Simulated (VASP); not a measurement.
A run of VASP 6.6.1 is set up as follows.

POSCAR

```
ZnS
1.0
    3.8109987816      0.0000000000      0.0000000000
   -1.9054993908      3.3004217586      0.0000000000
    0.0000000000      0.0000000000      6.2340000000
Zn S
2 2
Direct
    0.2016330072      0.5702553366      0.0721847931
    0.6666666667      0.3333333333      0.5000000000
    0.3333333333      0.6666666667      0.3850000000
    0.6666666667      0.3333333333      0.8850000000
```

INCAR.step1

```
PREC = Accurate ; ENCUT = 520
ISMEAR = 0 ; SIGMA = 0.05
LREAL = F ; LASPH = T
NELM = 100 ; NBANDS = 26
GGA = PE ; ALGO = Normal
EDIFF = 1E-4 ; LWAVE = T
LCHARG = F
```

Contents of INCAR.step2:

```
PREC = Accurate ; ENCUT = 520
EDIFF = 1E-6 ; ISMEAR = 0
SIGMA = 0.05 ; LREAL = F
LASPH = T ; NELM = 100
ALGO = Normal ; ISIF = 2
LWAVE = F ; LCHARG = T
METAGGA = R2SCAN ; LMIXTAU = T
LELF = T ; LVHAR = T
NBANDS = 26 ; ISTART = 1
```

Contents of KPOINTS:

```
Automatic mesh
0
Gamma
  6 6 4
```

Potentials or basis: VASP PAW PBE potentials, release 64 (Zn, S).

Command:

```sh
$ cat potpaw_PBE.64/Zn/POTCAR potpaw_PBE.64/S/POTCAR > POTCAR
$ cp INCAR.step1 INCAR
$ mpirun -np 1 vasp_std > vasp.out
$ cp INCAR.step2 INCAR
$ mpirun -np 1 vasp_std > vasp.out
```

**Question.** What does it give for the pressure?

**Answer.** 5.7 GPa.

**Question.** Predict the largest force.

**Answer.** 4.390 eV/Å.

**Question.** Estimate the band gap on the k mesh.

**Answer.** 1.86 eV, direct.

Forces on the atoms (eV/Å):
```
Zn   1.077  0.353 -4.242
Zn   0.040  0.065  1.267
S    0.544  0.444  3.397
S   -1.660 -0.862 -0.422
```

Caveat: the cell differs from its parent crystal (atom 1 (Zn) moved by (-0.450, +0.450) A along [1 1 0] and z); the PAW data sets were made with another functional, which shifts forces and pressure a little.
